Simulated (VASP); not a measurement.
## PbS: relaxation of shape and atoms at fixed volume with r2SCAN

PbS:

```
CELL_PARAMETERS angstrom
4.15786 0.00000 0.00000
-2.07893 3.60081 0.00000
0.00000 0.00000 3.83827
ATOMIC_POSITIONS crystal
Pb 0.00000 0.00000 0.00000
S 0.66667 0.33333 0.50000
```

- Program: VASP 6.6.1
- Task: relaxation of shape and atoms at fixed volume
- Functional: r2SCAN
- Potentials or basis: VASP PAW PBE potentials, release 64 (Pb_d, S)
- Cutoff: 600 eV
- k mesh: 10 × 10 × 10
- Occupations: gaussian, width 0.05 eV
- Spin: no spin polarisation
- Dipole correction: no
- Further INCAR settings: ALGO = Normal; EDIFF = 1e-06; IBRION = 2; EDIFFG = -0.01; NSW = 60; ISIF = 4

```
Energy gained by relaxing : 0.1 meV/atom
Ionic steps               : 3
Pressure after relaxing   : -3.0 GPa
Band gap on the k mesh    : 0.14 eV (least direct gap 1.24 eV)
```

Step by step:
| step | energy change (eV) | largest force (eV/Å) | pressure (GPa) | volume (Å³) |
| --- | --- | --- | --- | --- |
| 1 | 0.0000 | 0.0000 | -3.06 | 57.47 |
| 2 | -0.0002 | 0.0000 | -3.02 | 57.47 |
| 3 | -0.0002 | 0.0000 | -3.01 | 57.47 |

Final structure:
```
Pb S
1.0
     4.16482    0.00000    0.00000
    -2.08241    3.60684    0.00000
     0.00000    0.00000    3.82545
Pb S
1 1
Direct
  0.00000 0.00000 0.00000
  0.66667 0.33333 0.50000
```

Levels at points of the mesh, in eV from the valence-band top:
```csv
k point,band 7,band 8,band 9,band 10,band 11,band 12,band 13,band 14
"(0.00, 0.00, 0.00)",-6.62,-2.00,-1.63,-1.63,3.69,3.69,5.91,6.70
"(0.50, 0.00, 0.00)",-8.50,-2.59,-1.67,-1.07,2.18,4.25,5.45,5.97
"(0.00, 0.00, 0.50)",-8.93,-1.04,-1.04,-0.04,1.20,4.04,4.04,8.75
"(0.50, 0.00, 0.50)",-7.47,-3.87,-3.84,-1.36,2.41,3.01,3.13,8.66
```

Run time: 5.5 min on 1 thread of AMD EPYC 9R45 96-Core Processor (Zen 5) (shared host), peak memory 0.24 GiB.

Caveat: the PAW data sets were made with another functional, which shifts forces and pressure a little; spin-orbit coupling is left out, which moves the levels of the heavy elements. A k mesh can miss the band edges.
